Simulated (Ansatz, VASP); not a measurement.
SrCl2 in VASP and in Ansatz

File INCAR:

```
SYSTEM = SrCl2
PREC = Accurate
ENCUT = 500
EDIFF = 1E-6
ISMEAR = -1
SIGMA = 0.05
LREAL = .FALSE.
LASPH = .TRUE.
NELM = 120
ALGO = Normal
ISIF = 2
LWAVE = .FALSE.
LCHARG = .FALSE.
GGA = PS
NBANDS = 19
GGA_COMPAT = .FALSE.
```

File KPOINTS:

```
regular mesh
0
G
  4 4 4
  0 0 0
```

The input POSCAR:

```
SrCl2
1.0
    0.0000000000      3.4976509413      3.4976509413
    3.4976509413      0.0000000000      3.4976509413
    3.4976509413      3.4976509413      0.0000000000
Sr Cl
1 2
Direct
    0.0000000000      0.0000000000      0.0000000000
    0.2500000000      0.2500000000      0.2500000000
    0.7500000000      0.7500000000      0.7500000000
```

Input for Ansatz:

```yaml
crystal:
  lattice:
    - [0.0, 3.4976509413, 3.4976509413]
    - [3.4976509413, 0.0, 3.4976509413]
    - [3.4976509413, 3.4976509413, 0.0]
  atoms:
    - { symbol: Sr, position: [0.0, 0.0, 0.0] }
    - { symbol: Cl, position: [0.25, 0.25, 0.25] }
    - { symbol: Cl, position: [0.75, 0.75, 0.75] }
kpoints:
  mp_grid: { grid: [4, 4, 4] }
hamiltonian:
  xc: pbesol
scf:
  occupations: { method: fermi_dirac, width: 0.05 }
  n_extra_bands: 4
output:
  forces: true
  stress: true
  eigenvalues: true
```

Alike in both runs: task single point; functional PBEsol; k mesh 4 × 4 × 4; occupations fermi-dirac, width 0.05 eV; no spin polarisation.

|  | VASP | Ansatz |
| --- | --- | --- |
| version | VASP 6.6.1 | Ansatz 0.2.0 |
| potentials or method | VASP PAW PBE potentials, release 64 (Sr_sv, Cl) | plane waves |
| plane-wave cutoff (eV) | 500 | 420 |
| valence electrons in the cell | 24 | 24 |

Ansatz gave:

```
gap on the k mesh at the Fermi level (eV) : 5.11
pressure (GPa)                            : -1.3
```

Q: What did VASP give for the same quantities?

A: gap on the k mesh at the Fermi level (eV): 5.10; pressure (GPa): -1.2.

VASP's potentials were made for PBE, not for PBEsol. With one functional, cell and mesh, what is left measures potentials, basis and numerics.
